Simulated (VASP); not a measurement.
# Cd (Im-3m) in VASP: notebook

Runs on Cd. Level: PBE. Tasks: single point.

Program: VASP 6.6.1. These are calculated values, not measurements. Logs are shortened: lines on timing, memory, paths and dates and some standing lists are left out, and cuts for length are marked.

### 1 The cell of the first run

Symmetry: Im-3m, No. 229, cubic system. The conventional cell has a = 3.312 Å, b = 3.312 Å, c = 3.312 Å, α = 90.00°, β = 90.00°, γ = 90.00°. Within 3.8 Å of Cd (site symmetry m-3m) lie 14 Cd at 2.87 to 3.31 Å.

This isn't the form of Cd at room conditions, which is hcp.

### 2 Single point, PBE

The input, INCAR:

```
SYSTEM = Cd
ALGO = Normal ; EDIFF = 1E-6
ENCUT = 500 ; GGA = PE
GGA_COMPAT = .FALSE. ; ISIF = 2
ISMEAR = -1 ; LASPH = .TRUE.
LCHARG = .FALSE. ; LREAL = .FALSE.
LWAVE = .FALSE. ; NBANDS = 12
NELM = 120 ; PREC = Accurate
SIGMA = 0.1
```

The input, KPOINTS:

```
k-points
0
G
  16 16 16
  0 0 0
```

The input, POSCAR:

```
Cd
1.0
   -1.6559082400      1.6559082400      1.6559082400
    1.6559082400     -1.6559082400      1.6559082400
    1.6559082400      1.6559082400     -1.6559082400
Cd
1
Direct
    0.0000000000      0.0000000000      0.0000000000
```

Potentials or basis: VASP PAW PBE potentials, release 64 (Cd).

Launch:

```bash
$ cat potpaw_PBE.64/Cd/POTCAR > POTCAR
$ mpirun -np 1 vasp_std > vasp.out
```

OUTCAR:

```text
SYSTEM = Cd
   EDIFF = 1E-6
   ENCUT = 500
   GGA = PE
   ISIF = 2
   ISMEAR = -1
   LASPH = .TRUE.
   LREAL = .FALSE.
   NELM = 120
   PREC = Accurate

 ion  position               nearest neighbor table
   1  0.000  0.000  0.000-

  LATTYP: Found a body centered cubic cell.
 ALAT       =     3.3118164800

  Lattice vectors:

 A1 = (  -1.6559082400,   1.6559082400,   1.6559082400)
 A2 = (   1.6559082400,  -1.6559082400,   1.6559082400)
 A3 = (   1.6559082400,   1.6559082400,  -1.6559082400)

Analysis of symmetry for initial positions (statically):
=====================================================================
 Subroutine PRICEL returns:
 Original cell was already a primitive cell.

 Routine SETGRP: Setting up the symmetry group for a
 body centered cubic supercell.

 Subroutine GETGRP returns: Found 48 space group operations
 (whereof 48 operations were pure point group operations)
 out of a pool of 48 trial point group operations.

The static configuration has the point symmetry O_h .

Analysis of symmetry for dynamics (positions and initial velocities):
=====================================================================
 Subroutine PRICEL returns:
 Original cell was already a primitive cell.

 Routine SETGRP: Setting up the symmetry group for a
 body centered cubic supercell.

 Subroutine GETGRP returns: Found 48 space group operations
 (whereof 48 operations were pure point group operations)
 out of a pool of 48 trial point group operations.

The dynamic configuration has the point symmetry O_h .

 Subroutine INISYM returns: Found 48 space group operations
 (whereof 48 operations are pure point group operations),
 and found     1 'primitive' translations

----------------------------------------------------------------------------------------

                                     Primitive cell

  volume of cell :      18.1622

  direct lattice vectors                    reciprocal lattice vectors
    -1.655908240  1.655908240  1.655908240     0.000000000  0.301949098  0.301949098
     1.655908240 -1.655908240  1.655908240     0.301949098  0.000000000  0.301949098
     1.655908240  1.655908240 -1.655908240     0.301949098  0.301949098  0.000000000

  length of vectors
     2.868117204  2.868117204  2.868117204     0.427020510  0.427020510  0.427020510

  position of ions in fractional coordinates (direct lattice)
[... 82 lines left out ...]
   NFREE  =      0    steps in history (QN), initial steepest desc. (CG)
   ISIF   =      2    stress and relaxation
   ISYM   =      2    0-nonsym 1-usesym 2-fastsym
   POTIM  = 0.5000    time-step for ionic-motion
   TEBEG  =    0.0;   TEEND  =   0.0 temperature during run
   PSTRESS=    0.0 pullay stress
   NELECT =      12.0000    total number of electrons
   NUPDOWN=      -1.0000    fix difference up-down
   EMIN   =  10.00;   EMAX   =-10.00  energy-range for DOS
   EFERMI =   0.00;   METHOD = LEGACY
   ISMEAR =    -1;   SIGMA  =   0.10  broadening in eV -4-tet -1-fermi 0-gaus
   EFERMI_NEDOS =   21; number of points for ismear=-14 and -15
   IALGO  =     38    algorithm
   IMIX   =      4    mixing-type and parameters
     AMIX     =   0.40;   BMIX     =  1.00
     AMIX_MAG =   1.60;   BMIX_MAG =  1.00
  volume/ion in A,a.u.               =      18.16       122.56
  Fermi-wavevector in a.u.,A,eV,Ry     =   1.425867  2.694498 27.661955  2.033096
  Thomas-Fermi vector in A             =   2.546205
   LORBIT       =      0    0 simple, 1 ext, 2 COOP (PROOUT), +10 PAW based schemes
   GGA     = PE    functional components
   LHFCALC =     F    Hartree Fock is set to
   AEXX    =    0.0000 exact exchange contribution
   IVDW    =     0    specifies the selected vdW correction
   LEPSILON=     F    determine dielectric tensor
   LRPA    =     F    only Hartree local field effects (RPA)
 non-spin polarized calculation
  energy-cutoff  :      500.00
  volume of cell :       18.16
 maximum number of plane-waves:       474
 NGX is ok and might be reduce to    24
   NGX = 11   NGY = 11   NGZ = 11

 number of electron      11.9999998 magnetization

 Free energy of the ion-electron system (eV)
  ---------------------------------------------------
  ext. energy  EPLUGINS =         0.00000000
  ---------------------------------------------------
  free energy    TOTEN  =        -0.44144332 eV

  energy without entropy =       -0.42981235  energy(sigma->0) =       -0.43562784

 E-fermi :   4.6643     XC(G=0): -11.9980

 val. band max:        4.6257319703   @ k =  -0.4375  -0.4375   0.1250
 cond. band min:       4.6887625179   @ k =   0.3750   0.1250   0.0625
 fundamental gap:      0.0630305476
 Fermi energy:         4.6643374693

 k-point     1 :       0.0000    0.0000    0.0000
  band No.  band energies     occupation
      1      -5.9503      2.00000
      2      -5.5212      2.00000
      3      -5.5212      2.00000
      4      -5.5212      2.00000
      5      -4.5868      2.00000
      6      -4.5868      2.00000
      7      20.7725      0.00000
      8      20.7725      0.00000
      9      20.7725      0.00000
     10      23.7245      0.00000
     11      23.7245      0.00000
     12      23.7245      0.00000
[... 331 lines left out ...]
 k-point    24 :       0.2500    0.1875    0.0000
  band No.  band energies     occupation
      1      -5.9514      2.00000
      2      -5.6820      2.00000
      3      -4.8959      2.00000
      4      -4.7357      2.00000
      5      -4.4277      2.00000
      6      -0.7196      2.00000
      7       9.1661      0.00000
      8      10.9969      0.00000
      9      15.7928      0.00000
     10      21.3253      0.00000
     11      23.7717      0.00000
     12      26.5348      0.00000

 [... further k-points ...]

------------------------ aborting loop because EDIFF is reached ----------------------------------------

  FORCE on cell =-STRESS in cart. coord.  units (eV):
  Direction    XX          YY          ZZ          XY          YZ          ZX
  --------------------------------------------------------------------------------------
  -------------------------------------------------------------------------------------
  Total        2.3466095      2.3466095      2.3466095      0.0000000      0.0000000     -0.0000000
  in kB      207.0058478    207.0058478    207.0058478      0.0000000      0.0000000     -0.0000000
  external PRESSURE =     207.0058478 kB  Pullay stress =       0.0000000 kB

 VOLUME and BASIS-vectors are now :
 -----------------------------------------------------------------------------
  energy-cutoff  :      500.00
  volume of cell :       18.16
      direct lattice vectors                 reciprocal lattice vectors
    -1.655908240  1.655908240  1.655908240     0.000000000  0.301949098  0.301949098
     1.655908240 -1.655908240  1.655908240     0.301949098  0.000000000  0.301949098
     1.655908240  1.655908240 -1.655908240     0.301949098  0.301949098  0.000000000

 POSITION                                       TOTAL-FORCE (eV/Angst)
 -----------------------------------------------------------------------------------
      0.00000      0.00000      0.00000        -0.000000     -0.000000      0.000000
 -----------------------------------------------------------------------------------
    total drift:                               -0.000000      0.000000      0.000000

  FREE ENERGIE OF THE ION-ELECTRON SYSTEM (eV)
  ---------------------------------------------------
  free  energy   TOTEN  =        -0.4414433231 eV

  energy  without entropy=       -0.4298123537  energy(sigma->0) =       -0.43562784
```

OSZICAR:

```text
N       E                     dE             d eps       ncg     rms          rms(c)
DAV:   1     0.680286343893E+02    0.68029E+02   -0.70434E+03  3800   0.997E+02
DAV:   2     0.638118009915E+00   -0.67391E+02   -0.64286E+02  3812   0.237E+02
DAV:   3    -0.513186559744E+00   -0.11513E+01   -0.11507E+01  4132   0.348E+01
DAV:   4    -0.514562721822E+00   -0.13762E-02   -0.13761E-02  3884   0.117E+00
DAV:   5    -0.514565541772E+00   -0.28199E-05   -0.28196E-05  3968   0.528E-02    0.540E+00
DAV:   6    -0.448209908332E+00    0.66356E-01   -0.16082E-01  3964   0.543E+00    0.387E+00
DAV:   7    -0.441961627825E+00    0.62483E-02   -0.17529E-02  4020   0.155E+00    0.162E+00
DAV:   8    -0.441418209050E+00    0.54342E-03   -0.17648E-03  3684   0.618E-01    0.695E-02
DAV:   9    -0.441435294667E+00   -0.17086E-04   -0.48739E-06  4000   0.238E-02    0.193E-02
DAV:  10    -0.441443348352E+00   -0.80537E-05   -0.56138E-06  3664   0.268E-02    0.230E-03
DAV:  11    -0.441443323062E+00    0.25291E-07   -0.33697E-08  1876   0.212E-03
   1 F= -.44144332E+00 E0= -.43562784E+00  d E =-.116310E-01
```

stdout:

```text
POSCAR found type information on POSCAR Cd
 POSCAR found :  1 types and       1 ions
 scaLAPACK will be used
 LDA part: xc-table for (Slater+PW92), standard interpolation
 POSCAR, INCAR and KPOINTS ok, starting setup
 FFT: planning ... GRIDC
 FFT: planning ... GRID_SOFT
 FFT: planning ... GRID
 WAVECAR not read
 entering main loop
```

Wall time 11 s (1 thread of Intel Xeon 6975P-C (Granite Rapids), shared host); peak memory 0.15 GiB.

Results:

```
Free energy            : -0.4414 eV
Pressure               : 20.7 GPa
Band gap on the k mesh : zero (bands 6 and 7 overlap by 4.11 eV)
```

Caveat: the cell stands under pressure.

### 3 Single point, PBE

This run uses another cell than the first one, of 19.86 Å³/atom.

Edit INCAR of step 2 so:

```diff
@@ -5,3 +5,4 @@
 ISMEAR = -1 ; LASPH = .TRUE.
-LCHARG = .FALSE. ; LREAL = .FALSE.
+LCHARG = .TRUE. ; LELF = .TRUE.
+LREAL = .FALSE. ; LVHAR = .TRUE.
 LWAVE = .FALSE. ; NBANDS = 12
```

KPOINTS is that of step 2.

The input, POSCAR:

```
Cd
1.0
   -1.7060344035      1.7060344035      1.7060344035
    1.7060344035     -1.7060344035      1.7060344035
    1.7060344035      1.7060344035     -1.7060344035
Cd
1
Direct
    0.0000000000      0.0000000000      0.0000000000
```

Potentials or basis: VASP PAW PBE potentials, release 64 (Cd).

Launch:

```bash
$ cat potpaw_PBE.64/Cd/POTCAR > POTCAR
$ mpirun -np 1 vasp_std > vasp.out
```

Run time: 10 s. Hardware: 1 thread of Intel Xeon 6975P-C (Granite Rapids), shared host; peak memory 0.15 GiB.

The run converged. Its results:

| Property | Result |
| --- | --- |
| Free energy | -0.6021 eV |
| Pressure | 10.4 GPa |
| Band gap on the k mesh | zero (bands 6 and 7 overlap by 4.25 eV) |

Levels at points of the mesh, in eV from the Fermi level:
```csv
k point,band 3,band 4,band 5,band 6,band 7,band 8,band 9,band 10
"(0.00, 0.00, 0.00)",-9.73,-9.73,-8.94,-8.94,15.83,15.83,15.83,17.71
"(0.50, 0.00, 0.00)",-8.98,-8.90,-8.40,-2.66,-0.84,9.94,10.31,14.40
"(0.50, 0.50, 0.50)",-8.53,-8.53,-8.53,3.40,3.40,3.40,6.69,8.39
```

Caveat: the cell stands under pressure.

### 4 Single point, PBE

This run uses another cell than the first one, of 21.18 Å³/atom.

The input, INCAR:

```
SYSTEM = Cd
PREC     = Accurate       ! precision mode
ENCUT    = 500            ! plane-wave cutoff, eV
EDIFF    = 1E-6           ! SCF threshold, eV
ISMEAR   = -1             ! smearing method
SIGMA    = 0.1            ! smearing width, eV
LREAL    = .FALSE.        ! projectors in reciprocal space
LASPH    = .TRUE.         ! aspherical terms in the spheres
NELM     = 120            ! most SCF steps
ALGO     = Normal         ! electronic algorithm
ISIF     = 2              ! what is computed and relaxed
LWAVE    = .FALSE.        ! write WAVECAR
LCHARG   = .TRUE.         ! write CHGCAR
GGA      = PE             ! functional
LELF     = .TRUE.         ! ELF
LVHAR    = .TRUE.       
NBANDS   = 12             ! bands
GGA_COMPAT= .FALSE.
```

The input, KPOINTS:

```
regular mesh
0
G
  16 16 16
  0 0 0
```

The input, POSCAR:

```
Cd
1.0
   -1.7429869124      1.7429869124      1.7429869124
    1.7429869124     -1.7429869124      1.7429869124
    1.7429869124      1.7429869124     -1.7429869124
Cd
1
Direct
    0.0000000000      0.0000000000      0.0000000000
```

Potentials or basis: VASP PAW PBE potentials, release 64 (Cd).

Launch:

```bash
$ cat potpaw_PBE.64/Cd/POTCAR > POTCAR
$ mpirun -np 1 vasp_std > vasp.out
```

OUTCAR:

```text
SYSTEM = Cd
   PREC = Accurate
   ENCUT = 500
   EDIFF = 1E-6
   ISMEAR = -1
   LREAL = .FALSE.
   LASPH = .TRUE.
   NELM = 120
   ISIF = 2
   GGA = PE

 ion  position               nearest neighbor table
   1  0.000  0.000  0.000-

  LATTYP: Found a body centered cubic cell.
 ALAT       =     3.4859738248

  Lattice vectors:

 A1 = (  -1.7429869124,   1.7429869124,   1.7429869124)
 A2 = (   1.7429869124,  -1.7429869124,   1.7429869124)
 A3 = (   1.7429869124,   1.7429869124,  -1.7429869124)

Analysis of symmetry for initial positions (statically):
=====================================================================
 Subroutine PRICEL returns:
 Original cell was already a primitive cell.

 Routine SETGRP: Setting up the symmetry group for a
 body centered cubic supercell.

 Subroutine GETGRP returns: Found 48 space group operations
 (whereof 48 operations were pure point group operations)
 out of a pool of 48 trial point group operations.

The static configuration has the point symmetry O_h .

Analysis of symmetry for dynamics (positions and initial velocities):
[... 165 lines left out ...]
  band No.  band energies     occupation
      1      -6.2439      2.00000
      2      -6.2439      2.00000
      3      -6.2439      2.00000
      4      -5.9479      2.00000
      5      -5.5525      2.00000
      6      -5.5525      2.00000
      7      18.8050      0.00000
      8      18.8050      0.00000
      9      18.8050      0.00000
     10      19.9983      0.00000
     11      19.9983      0.00000
     12      19.9983      0.00000
[... 331 lines left out ...]
 k-point    24 :       0.2500    0.1875    0.0000
  band No.  band energies     occupation
      1      -6.5294      2.00000
      2      -6.3262      2.00000
      3      -5.7289      2.00000
      4      -5.6612      2.00000
      5      -5.4311      2.00000
      6      -1.4792      2.00000
      7       7.3005      0.00000
      8       9.0774      0.00000
      9      13.4954      0.00000
     10      18.8255      0.00000
     11      20.7118      0.00000
     12      23.3138      0.00000

 [... further k-points ...]

------------------------ aborting loop because EDIFF is reached ----------------------------------------

  FORCE on cell =-STRESS in cart. coord.  units (eV):
  Direction    XX          YY          ZZ          XY          YZ          ZX
  --------------------------------------------------------------------------------------
  -------------------------------------------------------------------------------------
  Total        0.7007820      0.7007820      0.7007820     -0.0000000     -0.0000000      0.0000000
  in kB       53.0091886     53.0091886     53.0091886     -0.0000000     -0.0000000      0.0000000
  external PRESSURE =      53.0091886 kB  Pullay stress =       0.0000000 kB

 VOLUME and BASIS-vectors are now :
 -----------------------------------------------------------------------------
  energy-cutoff  :      500.00
  volume of cell :       21.18
      direct lattice vectors                 reciprocal lattice vectors
    -1.742986912  1.742986912  1.742986912     0.000000000  0.286863887  0.286863887
     1.742986912 -1.742986912  1.742986912     0.286863887  0.000000000  0.286863887
     1.742986912  1.742986912 -1.742986912     0.286863887  0.286863887  0.000000000

 POSITION                                       TOTAL-FORCE (eV/Angst)
 -----------------------------------------------------------------------------------
      0.00000      0.00000      0.00000         0.000000      0.000000      0.000000
 -----------------------------------------------------------------------------------
    total drift:                                0.000000      0.000000     -0.000000

  FREE ENERGIE OF THE ION-ELECTRON SYSTEM (eV)
  ---------------------------------------------------
  free  energy   TOTEN  =        -0.6655772009 eV

  energy  without entropy=       -0.6551453938  energy(sigma->0) =       -0.66036130
```

OSZICAR:

```text
N       E                     dE             d eps       ncg     rms          rms(c)
DAV:   1     0.669595647958E+02    0.66960E+02   -0.68766E+03  3800   0.971E+02
DAV:   2     0.485269573624E+00   -0.66474E+02   -0.63118E+02  3796   0.232E+02
DAV:   3    -0.713468723126E+00   -0.11987E+01   -0.11981E+01  4112   0.350E+01
DAV:   4    -0.714875176431E+00   -0.14065E-02   -0.14064E-02  3872   0.118E+00
DAV:   5    -0.714878277390E+00   -0.31010E-05   -0.31005E-05  3996   0.559E-02    0.348E+00
DAV:   6    -0.668367469270E+00    0.46511E-01   -0.12266E-01  3956   0.450E+00    0.271E+00
DAV:   7    -0.665546902162E+00    0.28206E-02   -0.11963E-02  3936   0.117E+00    0.129E+00
DAV:   8    -0.665544098450E+00    0.28037E-05   -0.13764E-03  3656   0.520E-01    0.594E-02
DAV:   9    -0.665571375740E+00   -0.27277E-04   -0.95330E-06  4028   0.313E-02    0.136E-02
DAV:  10    -0.665577272593E+00   -0.58969E-05   -0.46007E-06  3660   0.236E-02    0.149E-03
DAV:  11    -0.665577200916E+00    0.71677E-07   -0.17721E-08  1856   0.151E-03
   1 F= -.66557720E+00 E0= -.66036130E+00  d E =-.104318E-01
```

Run time: 9.2 s. Hardware: 1 thread of Intel Xeon 6975P-C (Granite Rapids), shared host; peak memory 0.15 GiB.

Results:

```
Free energy            : -0.6656 eV
Pressure               : 5.3 GPa
Band gap on the k mesh : zero (bands 6 and 7 overlap by 4.32 eV)
```

Caveat: the cell stands under pressure.

### 5 Overview

| cell | gap on the mesh (eV) | pressure (GPa) |
| --- | --- | --- |
| a = 2.868 Å, angles 109.5°, 1 atom | none | 20.7 |
| a = 2.955 Å, angles 109.5°, 1 atom | none | 10.4 |
| a = 3.019 Å, angles 109.5°, 1 atom | none | 5.3 |

Alike in all rows: task single point; level PBE; potentials or basis VASP PAW PBE potentials, release 64 (Cd); no spin polarisation; k mesh 16 × 16 × 16; cutoff (eV) 500; smearing fermi-dirac 0.1 eV.

Caveats: the cell stands under pressure.

Absolute energies hang on the potentials; compare differences alone.

The gap in the log of VASP goes by the Fermi energy; the results here count the filled bands.